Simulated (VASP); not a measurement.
# Ga4As3N (P4/mmm) in VASP: single point with PBE

Aim: the single point of Ga4As3N with PBE.

All numbers are computed with VASP 6.6.1; they aren't measurements. Logs are shortened: lines on timing, memory, paths and dates and some standing lists are left out, and cuts for length are marked.

### 1 The cell of the first run

It takes space group P4/mmm (No. 123, tetragonal). The conventional cell has a = 3.653 Å, b = 3.653 Å, c = 10.859 Å, α = 90.00°, β = 90.00°, γ = 90.00°. Ga (site symmetry 4/mmm) has 2 As at 2.53 Å and 4 N at 2.58 Å and 8 Ga at 3.23 Å within 3.3 Å. Within 2.7 Å of Ga (site symmetry 4mm) lie 1 N at 1.95 Å and 4 As at 2.65 Å. Within 3.4 Å of Ga (site symmetry 4/mmm) lie 6 As at 2.58 to 2.90 Å. As (site symmetry 4mm) has 6 Ga at 2.53 to 2.90 Å within 3.3 Å. As (site symmetry 4/mmm) has 6 Ga at 2.58 to 3.48 Å within 3.5 Å. N (site symmetry 4/mmm) has 6 Ga at 1.95 to 2.58 Å within 2.6 Å.

### 2 Single point, PBE

Input file INCAR:

```
SYSTEM = Ga4As3N
ALGO     = Normal         ! electronic algorithm
EDIFF    = 1E-7           ! SCF threshold, eV
ENCUT    = 520            ! plane-wave cutoff, eV
GGA      = PE             ! functional
ISIF     = 2              ! what is computed and relaxed
ISMEAR   = 0              ! smearing method
LASPH    = .TRUE.         ! aspherical terms in the spheres
LCHARG   = .FALSE.        ! write CHGCAR
LREAL    = .FALSE.        ! projectors in reciprocal space
LWAVE    = .FALSE.        ! write WAVECAR
NBANDS   = 46             ! bands
NELM     = 60             ! most SCF steps
PREC     = Accurate       ! precision mode
SIGMA    = 0.1            ! smearing width, eV
```

Input file KPOINTS:

```
k-points
0
G
  10 10 4
  0 0 0
```

Input file POSCAR:

```
Ga4As3N
1.0
    3.6527874899      0.0000000000      0.0000000000
    0.0000000000      3.6527874899      0.0000000000
    0.0000000000      0.0000000000     10.8585258527
Ga As N
4 3 1
Direct
    0.0000000000      0.0000000000      0.5000000000
    0.5000000000      0.5000000000      0.3207286574
    0.0000000000      0.0000000000      0.0000000000
    0.5000000000      0.5000000000      0.6792713426
    0.0000000000      0.0000000000      0.7332359505
    0.0000000000      0.0000000000      0.2667640495
    0.5000000000      0.5000000000      0.0000000000
    0.5000000000      0.5000000000      0.5000000000
```

Potentials or basis: VASP PAW PBE potentials, release 64 (Ga_d, As, N).

The run is started by

```bash
cat potpaw_PBE.64/Ga_d/POTCAR potpaw_PBE.64/As/POTCAR potpaw_PBE.64/N/POTCAR > POTCAR
mpirun -np 1 vasp_std > vasp.out
```

OUTCAR:

```text
SYSTEM = Ga4As3N
   EDIFF = 1E-7
   ENCUT = 520
   GGA = PE
   ISIF = 2
   ISMEAR = 0
   LASPH = .TRUE.
   LREAL = .FALSE.
   NELM = 60
   PREC = Accurate

 ion  position               nearest neighbor table
   1  0.000  0.000  0.500-   5 2.53   6 2.53
   2  0.500  0.500  0.321-   8 1.95   6 2.65   6 2.65   6 2.65   6 2.65
   3  0.000  0.000  0.000-   7 2.58   7 2.58   7 2.58   7 2.58   5 2.90   6 2.90
   4  0.500  0.500  0.679-   8 1.95   5 2.65   5 2.65   5 2.65   5 2.65
   5  0.000  0.000  0.733-   1 2.53   4 2.65   4 2.65   4 2.65   4 2.65   3 2.90
   6  0.000  0.000  0.267-   1 2.53   2 2.65   2 2.65   2 2.65   2 2.65   3 2.90
   7  0.500  0.500  0.000-   3 2.58   3 2.58   3 2.58   3 2.58
   8  0.500  0.500  0.500-   2 1.95   4 1.95

  LATTYP: Found a simple tetragonal cell.
 ALAT       =     3.6527874899
 C/A-ratio  =     2.9726683752

  Lattice vectors:

 A1 = (   3.6527874899,   0.0000000000,   0.0000000000)
 A2 = (   0.0000000000,   3.6527874899,   0.0000000000)
 A3 = (   0.0000000000,   0.0000000000,  10.8585258527)

Analysis of symmetry for initial positions (statically):
=====================================================================
 Subroutine PRICEL returns:
 Original cell was already a primitive cell.

 Routine SETGRP: Setting up the symmetry group for a
 simple tetragonal supercell.

 Subroutine GETGRP returns: Found 16 space group operations
 (whereof 16 operations were pure point group operations)
 out of a pool of 16 trial point group operations.

The static configuration has the point symmetry D_4h.

Analysis of symmetry for dynamics (positions and initial velocities):
=====================================================================
 Subroutine PRICEL returns:
 Original cell was already a primitive cell.

 Routine SETGRP: Setting up the symmetry group for a
 simple tetragonal supercell.

 Subroutine GETGRP returns: Found 16 space group operations
 (whereof 16 operations were pure point group operations)
 out of a pool of 16 trial point group operations.

The dynamic configuration has the point symmetry D_4h.

 Subroutine INISYM returns: Found 16 space group operations
 (whereof 16 operations are pure point group operations),
 and found     1 'primitive' translations

----------------------------------------------------------------------------------------

                                     Primitive cell

  volume of cell :     144.8838

  direct lattice vectors                    reciprocal lattice vectors
     3.652787490  0.000000000  0.000000000     0.273763531  0.000000000  0.000000000
     0.000000000  3.652787490  0.000000000     0.000000000  0.273763531  0.000000000
     0.000000000  0.000000000 10.858525853     0.000000000  0.000000000  0.092093532

  length of vectors
     3.652787490  3.652787490 10.858525853     0.273763531  0.273763531  0.092093532

  position of ions in fractional coordinates (direct lattice)
     0.000000000  0.000000000  0.500000000
     0.500000000  0.500000000  0.320728657
     0.000000000  0.000000000  0.000000000
     0.500000000  0.500000000  0.679271343
     0.000000000  0.000000000  0.733235951
     0.000000000  0.000000000  0.266764049
     0.500000000  0.500000000  0.000000000
     0.500000000  0.500000000  0.500000000

  ion indices of the primitive-cell ions
   primitive index   ion index
                 1           1
                 2           2
                 3           3
                 4           4
                 5           5
                 6           6
                 7           7
                 8           8

----------------------------------------------------------------------------------------

 KPOINTS: k-points

Automatic generation of k-mesh.
 Grid dimensions read from file:
 generate k-points for:   10   10    4

 Generating k-lattice:

  Cartesian coordinates                     Fractional coordinates (reciprocal lattice)
     0.027376353  0.000000000  0.000000000     0.100000000  0.000000000  0.000000000
     0.000000000  0.027376353  0.000000000     0.000000000  0.100000000  0.000000000
     0.000000000  0.000000000  0.023023383     0.000000000  0.000000000  0.250000000

  Length of vectors
     0.027376353  0.027376353  0.023023383

  Shift w.r.t. Gamma in fractional coordinates (k-lattice)
     0.000000000  0.000000000  0.000000000

 Subroutine IBZKPT returns following result:
 ===========================================

 Found     63 irreducible k-points:

 Following reciprocal coordinates:
            Coordinates               Weight
  0.000000  0.000000  0.000000      1.000000
  0.100000  0.000000  0.000000      4.000000
  0.200000  0.000000  0.000000      4.000000
  0.300000  0.000000  0.000000      4.000000
  0.400000  0.000000  0.000000      4.000000
  0.500000  0.000000  0.000000      2.000000
[... 16 lines left out ...]
  0.100000  0.000000  0.250000      8.000000
  0.200000  0.000000  0.250000      8.000000
 [... further k-points ...]
   k-points           NKPTS =     63   k-points in BZ     NKDIM =     63   number of bands    NBANDS=     46
   number of dos      NEDOS =    301   number of ions     NIONS =      8
   total plane-waves  NPLWV =  65856
   dimension x,y,z NGX =    28 NGY =   28 NGZ =   84
   dimension x,y,z NGXF=    56 NGYF=   56 NGZF=  168
   ions per type =               4   3   1
   NGX,Y,Z   is equivalent  to a cutoff of  12.74, 12.74, 12.86 a.u.
   NGXF,Y,Z  is equivalent  to a cutoff of  25.49, 25.49, 25.72 a.u.
 SYSTEM =  Ga4As3N
   PREC   = accura    normal or accurate (medium, high low for compatibility)
   ISTART =      0    job   : 0-new  1-cont  2-samecut
   ICHARG =      2    charge: 1-file 2-atom 10-const
   ISPIN  =      1    spin polarized calculation?
   LNONCOLLINEAR =      F non collinear calculations
   LSORBIT =      F    spin-orbit coupling
   LASPH  =      T    aspherical Exc in radial PAW
   ENCUT  =  520.0 eV  38.22 Ry    6.18 a.u.   6.79  6.79 20.19*2*pi/ulx,y,z
   NELM   =     60;   NELMIN=  2; NELMDL= -5     # of ELM steps
   EDIFF  = 0.1E-06   stopping-criterion for ELM
   LREAL  =      F    real-space projection
   EDIFFG = 0.1E-05   stopping-criterion for IOM
   NSW    =      0    number of steps for IOM
   IBRION =     -1    ionic relax: 0-MD 1-quasi-New 2-CG
   NFREE  =      0    steps in history (QN), initial steepest desc. (CG)
   ISIF   =      2    stress and relaxation
   ISYM   =      2    0-nonsym 1-usesym 2-fastsym
   POTIM  = 0.5000    time-step for ionic-motion
   TEBEG  =    0.0;   TEEND  =   0.0 temperature during run
   PSTRESS=    0.0 pullay stress
   NELECT =      72.0000    total number of electrons
   NUPDOWN=      -1.0000    fix difference up-down
   EMIN   =  10.00;   EMAX   =-10.00  energy-range for DOS
   EFERMI =   0.00;   METHOD = LEGACY
   ISMEAR =     0;   SIGMA  =   0.10  broadening in eV -4-tet -1-fermi 0-gaus
   EFERMI_NEDOS =   21; number of points for ismear=-14 and -15
   IALGO  =     38    algorithm
   IMIX   =      4    mixing-type and parameters
     AMIX     =   0.40;   BMIX     =  1.00
     AMIX_MAG =   1.60;   BMIX_MAG =  1.00
  volume/ion in A,a.u.               =      18.11       122.22
  Fermi-wavevector in a.u.,A,eV,Ry     =   1.296719  2.450443 22.877915  1.681479
  Thomas-Fermi vector in A             =   2.428157
   LORBIT       =      0    0 simple, 1 ext, 2 COOP (PROOUT), +10 PAW based schemes
   GGA     = PE    functional components
   LHFCALC =     F    Hartree Fock is set to
   AEXX    =    0.0000 exact exchange contribution
   IVDW    =     0    specifies the selected vdW correction
   LEPSILON=     F    determine dielectric tensor
   LRPA    =     F    only Hartree local field effects (RPA)
 non-spin polarized calculation
 Gauss-broadening in eV      SIGMA  =   0.10
  energy-cutoff  :      520.00
  volume of cell :      144.88
 maximum number of plane-waves:      3944
 NGX is ok and might be reduce to    28
   NGX = 13   NGY = 13   NGZ = 41

 number of electron      71.9999950 magnetization

 Free energy of the ion-electron system (eV)
  ---------------------------------------------------
  ext. energy  EPLUGINS =         0.00000000
  ---------------------------------------------------
  free energy    TOTEN  =       -32.75235390 eV

  energy without entropy =      -32.73587395  energy(sigma->0) =      -32.74411393

 E-fermi :   4.9446     XC(G=0): -10.6303

 val. band max:        4.9260002142   @ k =   0.1000   0.0000   0.0000
 cond. band min:       4.9648217611   @ k =   0.1000   0.0000   0.2500
 fundamental gap:      0.0388215469
 Fermi energy:         4.9446378022

 k-point     1 :       0.0000    0.0000    0.0000
  band No.  band energies     occupation
      1     -10.4718      2.00000
      2      -9.8844      2.00000
      3      -9.7795      2.00000
      4      -9.7556      2.00000
      5      -9.7512      2.00000
      6      -9.7472      2.00000
[... 38 lines left out ...]
     45      12.1691      0.00000
     46      12.1714      0.00000

 k-point     2 :       0.1000    0.0000    0.0000
  band No.  band energies     occupation
      1     -10.4558      2.00000
      2      -9.8763      2.00000
      3      -9.7735      2.00000
      4      -9.7518      2.00000
      5      -9.7513      2.00000
      6      -9.7479      2.00000
[... 38 lines left out ...]
     45      11.2686      0.00000
     46      11.9460      0.00000

 k-point     3 :       0.2000    0.0000    0.0000
  band No.  band energies     occupation
      1     -10.4144      2.00000
      2      -9.8567      2.00000
      3      -9.7640      2.00000
      4      -9.7599      2.00000
      5      -9.7435      2.00000
      6      -9.7392      2.00000
[... 38 lines left out ...]
     45      11.4028      0.00000
     46      11.6023      0.00000

 k-point     4 :       0.3000    0.0000    0.0000
  band No.  band energies     occupation
      1     -10.3634      2.00000
      2      -9.8360      2.00000
      3      -9.7790      2.00000
      4      -9.7546      2.00000
      5      -9.7500      2.00000
      6      -9.7474      2.00000
[... 920 lines left out ...]
     45      12.0560      0.00000
     46      12.0560      0.00000

 k-point    23 :       0.1000    0.0000    0.2500
  band No.  band energies     occupation
      1     -10.4556      2.00000
      2      -9.8770      2.00000
      3      -9.7721      2.00000
      4      -9.7518      2.00000
      5      -9.7511      2.00000
      6      -9.7480      2.00000
[... 38 lines left out ...]
     45      11.5354      0.00000
     46      11.8669      0.00000

 k-point    24 :       0.2000    0.0000    0.2500
  band No.  band energies     occupation
      1     -10.4142      2.00000
      2      -9.8571      2.00000
      3      -9.7640      2.00000
      4      -9.7588      2.00000
      5      -9.7438      2.00000
      6      -9.7389      2.00000
[... 38 lines left out ...]
     45      11.3074      0.00000
     46      11.4083      0.00000

 [... further k-points ...]

------------------------ aborting loop because EDIFF is reached ----------------------------------------

  FORCE on cell =-STRESS in cart. coord.  units (eV):
  Direction    XX          YY          ZZ          XY          YZ          ZX
  --------------------------------------------------------------------------------------
  -------------------------------------------------------------------------------------
  Total        0.1908444      0.1908444      0.1415612      0.0000000      0.0000000      0.0000000
  in kB        2.1104266      2.1104266      1.5654356      0.0000000      0.0000000      0.0000000
  external PRESSURE =       1.9287629 kB  Pullay stress =       0.0000000 kB

 VOLUME and BASIS-vectors are now :
 -----------------------------------------------------------------------------
  energy-cutoff  :      520.00
  volume of cell :      144.88
      direct lattice vectors                 reciprocal lattice vectors
     3.652787490  0.000000000  0.000000000     0.273763531  0.000000000  0.000000000
     0.000000000  3.652787490  0.000000000     0.000000000  0.273763531  0.000000000
     0.000000000  0.000000000 10.858525853     0.000000000  0.000000000  0.092093532

 POSITION                                       TOTAL-FORCE (eV/Angst)
 -----------------------------------------------------------------------------------
      0.00000      0.00000      5.42926         0.000000      0.000000      0.000000
      1.82639      1.82639      3.48264        -0.000000     -0.000000     -0.006478
      0.00000      0.00000      0.00000         0.000000      0.000000      0.000000
      1.82639      1.82639      7.37589         0.000000     -0.000000      0.006478
      0.00000      0.00000      7.96186         0.000000      0.000000      0.026277
      0.00000      0.00000      2.89666         0.000000      0.000000     -0.026277
      1.82639      1.82639      0.00000         0.000000      0.000000      0.000000
      1.82639      1.82639      5.42926         0.000000      0.000000      0.000000
 -----------------------------------------------------------------------------------
    total drift:                                0.000000      0.000000      0.000000

  FREE ENERGIE OF THE ION-ELECTRON SYSTEM (eV)
  ---------------------------------------------------
  free  energy   TOTEN  =       -32.7523539042 eV

  energy  without entropy=      -32.7358739533  energy(sigma->0) =      -32.74411393
```

Wall time 5.3 min (1 thread of Intel Xeon Platinum 8488C (Sapphire Rapids), shared host); peak memory 0.47 GiB.

What came out:

```yaml
Free_energy: -32.7524 eV
Pressure: 0.2 GPa
Largest_force: 0.026 eV/Å
Band_gap_on_the_k_mesh: zero (bands 36 and 37 overlap by 3.13 eV)
```

Forces in eV/Å, atoms in the order of the input:
```
Ga   0.000  0.000  0.000
Ga   0.000  0.000 -0.006
Ga   0.000  0.000  0.000
Ga   0.000  0.000  0.006
As   0.000  0.000  0.026
As   0.000  0.000 -0.026
As   0.000  0.000  0.000
N    0.000  0.000  0.000
```

The gap in the log of VASP goes by the Fermi energy; the results here count the filled bands.